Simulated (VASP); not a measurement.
Runs of VASP 6.6.1 on Pt. The structure is that of space group Fm-3m (No. 225), or close to it. The cells are those of the table. 

```tsv
cell	gap on the mesh (eV)	pressure (GPa)
a = 2.780, b = 2.780, c = 6.684 Å, angles 90.0, 90.0, 120.0°, 3 atoms	none	(a)
a = 2.753, b = 2.753, c = 6.745 Å, angles 90.0, 90.0, 120.0°, 3 atoms	none	(b)
a = 2.780, b = 2.780, c = 6.661 Å, angles 90.0, 90.0, 120.0°, 3 atoms	none	-1.2
a = 2.725, b = 2.725, c = 6.806 Å, angles 90.0, 90.0, 120.0°, 3 atoms	none	4.6
a = 2.725, b = 2.725, c = 6.836 Å, angles 90.0, 90.0, 120.0°, 3 atoms	none	3.2
```

Alike in all rows: task single point; level LDA; potentials or basis VASP PAW LDA potentials, release 64 (Pt); no spin polarisation; k mesh 18 × 18 × 8; cutoff (eV) 520; smearing methfessel-paxton 0.1 eV.

Problem. Fill in the values left out.

Solution. (a) -2.3; (b) 0.9.

Caveats: spin-orbit coupling is left out, which moves the levels of the heavy elements; the cell stands under pressure (at least some runs).

A k mesh can miss the band edges, and the runs leave out spin-orbit coupling on Pt.

A gap of «none» marks levels without a gap at the run's occupations.
